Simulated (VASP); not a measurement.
Set up this calculation in VASP 6.6.1, as the native input.

- Task: single point
- Functional: r2SCAN
- Potentials or basis: VASP PAW PBE potentials, release 64 (Al)
- Cutoff: 550 eV
- k mesh: 8 × 8 × 5
- Occupations: fermi-dirac, width 0.05 eV
- Spin: no spin polarisation
- Dipole correction: no
- Further INCAR settings: ALGO = Normal; EDIFF = 1e-06; NBANDS = 10

Al:

```
Al
1.0
     2.78855    0.00000    0.00000
    -1.39428    2.41496    0.00000
     0.00000    0.00000    4.71579
Al
2
Direct
  0.33333 0.66667 0.25000
  0.66667 0.33333 0.75000
```

This isn't the form of Al at room conditions, which is fcc.

The input as run:

POSCAR

```
Al
1.0
    2.7885521252      0.0000000000      0.0000000000
   -1.3942760626      2.4149569802      0.0000000000
    0.0000000000      0.0000000000      4.7157882584
Al
2
Direct
    0.3333333333      0.6666666667      0.2500000000
    0.6666666667      0.3333333333      0.7500000000
```

INCAR.step1

```
PREC = Accurate
ENCUT = 550
ISMEAR = -1
SIGMA = 0.05
LREAL = F
LASPH = T
NELM = 120
NBANDS = 10
GGA = PE
ALGO = Normal
EDIFF = 1E-5
LWAVE = T
LCHARG = F
GGA_COMPAT = F
```

INCAR.step2

```
PREC = Accurate
ENCUT = 550
EDIFF = 1E-6
ISMEAR = -1
SIGMA = 0.05
LREAL = F
LASPH = T
NELM = 120
ALGO = Normal
ISIF = 2
LWAVE = F
LCHARG = T
METAGGA = R2SCAN
LMIXTAU = T
LELF = T
LVHAR = T
NBANDS = 10
ISTART = 1
GGA_COMPAT = F
```

KPOINTS

```
regular mesh
0
Gamma
  8 8 5
```

Potentials or basis: VASP PAW PBE potentials, release 64 (Al).

Command:

```sh
$ cat potpaw_PBE.64/Al/POTCAR > POTCAR
$ cp INCAR.step1 INCAR
$ mpirun -np 1 vasp_std > vasp.out
$ cp INCAR.step2 INCAR
$ mpirun -np 1 vasp_std > vasp.out
```

It gave:

| Quantity | Value |
| --- | --- |
| Pressure | -0.3 GPa |
| Band gap on the k mesh | zero (bands 3 and 4 overlap by 5.27 eV) |

Caveat: the PAW data sets were made with another functional, which shifts forces and pressure a little.

Run time: 51 s on 1 thread of Intel Xeon 8259CL, with other jobs on the host, peak memory 0.15 GiB.
